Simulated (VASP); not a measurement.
Here is a VASP 6.6.1 calculation.

The input INCAR:

```
ALGO = Normal
EDIFF = 1E-6
ENCUT = 500
GGA = PS
GGA_COMPAT = False
ISIF = 2
ISMEAR = -1
LASPH = True
LCHARG = False
LREAL = False
LWAVE = False
NBANDS = 13
NELM = 120
PREC = Accurate
SIGMA = 0.1
```

The input KPOINTS:

```
k-points
0
Gamma
  10 10 10
```

File POSCAR:

```
Se
1.0
    0.0000000000      3.2317939312      3.2317939312
    3.2317939312      0.0000000000      3.2317939312
    3.2317939312      3.2317939312      0.0000000000
Se
2
Direct
    0.1250000000      0.1250000000      0.1250000000
    0.8750000000      0.8750000000      0.8750000000
```

Potentials or basis: VASP PAW PBE potentials, release 64 (Se).

Launch:

```sh
$ cat potpaw_PBE.64/Se/POTCAR > POTCAR
$ mpirun -np 1 vasp_std > vasp.out
```

Q: What does it give for the band gap on the k mesh?

A: Zero (band 6 reaches 1.68 eV, above the bottom of band 7 at 0.70 eV).

Q: What does it give for the pressure?

A: -3.9 GPa.

Caveat: the PAW data sets were made with another functional, which shifts forces and pressure a little.
